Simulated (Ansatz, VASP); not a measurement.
**BN: VASP beside Ansatz**

```
B N
1.0
     2.52903    0.00000    0.00000
    -1.26452    2.19021    0.00000
     0.00000    0.00000    6.66120
B N
2 2
Direct
  0.33333 0.66667 0.25000
  0.66667 0.33333 0.75000
  0.33333 0.66667 0.75000
  0.66667 0.33333 0.25000
```

Change from the starting cell: equal xx and yy strain of +1 %, crystal datasets.

Alike in both runs: task electric field gradients; functional PBE; k mesh 11 × 11 × 4; occupations fermi-dirac, width 0.02 eV; no spin polarisation.

```csv
,VASP,Ansatz
version,VASP 6.6.1,Ansatz 0.2.0
potentials or method,"VASP PAW PBE potentials, release 64 (B, N), cutoff 520 eV","all-electron PAW with datasets made for the crystal, scalar-relativistic"
```

```tsv
	VASP	Ansatz	Ansatz less VASP
gap on the k mesh at the Fermi level (eV)	4.28	4.28	0.000
pressure (GPa)	-3.6	-3.7	-0.10
traceless stress, the component that is largest in VASP (GPa)	6.19	6.44	+0.250
size of Vzz on the site where it differs most (V/Å²)	34.4	28.5	-5.92
```

Ansatz ran all-electron here, and VASP with PAW potentials.
